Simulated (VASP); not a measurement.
Wanted: the native input for a VASP 6.6.1 run.

| Property | Result |
| --- | --- |
| Task | single point |
| Functional | PBE |
| Potentials or basis | VASP PAW PBE potentials, release 64 (Si, C, H) |
| Cutoff | 520 eV |
| k mesh | 2 × 2 × 2 |
| Occupations | gaussian, width 0.02 eV |
| Spin | collinear spin |
| Dipole correction | no |
| Further INCAR settings | LREAL = Auto; ALGO = Normal; EDIFF = 1e-06; NBANDS = 90 |

The structure of Si16HC16 (a cell with a defect) lies in POSCAR:

```
Si16HC16
1.0
    3.0919365181     -5.3553911431      0.0000000000
   -6.1838730361      0.0000000000      0.0000000000
    0.0000000000      0.0000000000    -10.1485845747
Si C H
16 16 1
Direct
    0.1664214576      0.3344717089      0.2507727044
    0.1662367839      0.3328649490      0.7500127672
    0.6663970763      0.3336734832      0.2493335875
    0.6665063120      0.3334417110      0.7498280124
    0.1672932893      0.8328342449      0.2511186640
    0.1664957752      0.8334898432      0.7499952278
    0.6654912601      0.8336228282      0.2508088671
    0.6670881556      0.8337320639      0.7500173984
    0.3335560284      0.1669267883     -0.0007657225
    0.3331155377      0.1667725210      0.4997711713
    0.8324110940      0.1676538722     -0.0005794897
    0.8330756579      0.1669164362      0.4998807432
    0.3337128796      0.6661564710     -0.0008900749
    0.3333412915      0.6665948812      0.5007975213
    0.8332143966      0.6666521121     -0.0008402157
    0.8332321358      0.6669003139      0.4997624016
    0.1676413498      0.3386459261      0.0634965394
    0.1662737560      0.3330393244      0.5619663469
    0.6662699147      0.3339671219      0.0614736957
    0.6664194836      0.3335798982      0.5616548749
    0.1707225440      0.8298442155      0.0637451455
    0.1664939079      0.8335024933      0.5618321410
    0.6610947558      0.8324983368      0.0635302387
    0.6669193537      0.8337029681      0.5619543256
    0.3329842681      0.1668959263      0.3115650243
    0.3331547505      0.1665870779      0.8118034529
    0.8329206739      0.1671148231      0.3117899818
    0.8331916158      0.1667802003      0.8118815919
    0.3333420384      0.6666013997      0.3136403876
    0.3333614581      0.6665860444      0.8115564234
    0.8331624863      0.6670964124      0.3115349709
    0.8333729285      0.6667918579      0.8117720200
    0.0050057968     -0.0059626700      1.0168877171
```

The input as run:

INCAR

```
  PREC = Accurate
  ENCUT = 520
  EDIFF = 1E-6
  ISMEAR = 0
  SIGMA = 0.02
  LREAL = Auto
  LASPH = True
  NELM = 150
  ALGO = Normal
  ISIF = 2
  LWAVE = False
  LCHARG = False
  ISPIN = 2
  MAGMOM = 0 0 0 0 0 0 0 0 0 0 0 0 0 0 0 0 0 0 0 0 0 0 0 0 0 0 0 0 0 0 0 0 0.43
  LORBIT = 11
  GGA = PE
  NBANDS = 90
```

KPOINTS

```
regular mesh
0
Gamma
  2 2 2
```

Potentials or basis: VASP PAW PBE potentials, release 64 (Si, C, H).

The run is started by

```sh
$ cat potpaw_PBE.64/Si/POTCAR potpaw_PBE.64/C/POTCAR potpaw_PBE.64/H/POTCAR > POTCAR
$ mpirun -np 1 vasp_std > vasp.out
```

It gave:

The pressure is 1.7 GPa. The largest force is 0.783 eV/Å and the net moment is 0.50 μB per cell. The site moments are Si +0.00, -0.00, +0.01 (each value once); C +0.03, +0.00, +0.01, -0.00, +0.04 (each value once); H +0.09 μB and the valence electrons inside the program's atomic spheres are Si 1.66, 1.67, 1.65, 1.69 (each value once); C 2.53, 2.54, 2.52 (each value once); H 0.56.

Caveat: the k points lie up to 0.59 Å⁻¹ apart.

Wall time 16 min on 1 thread of Oxide Virtual Turin-like Processor, with other jobs on the host, peak memory 0.71 GiB.
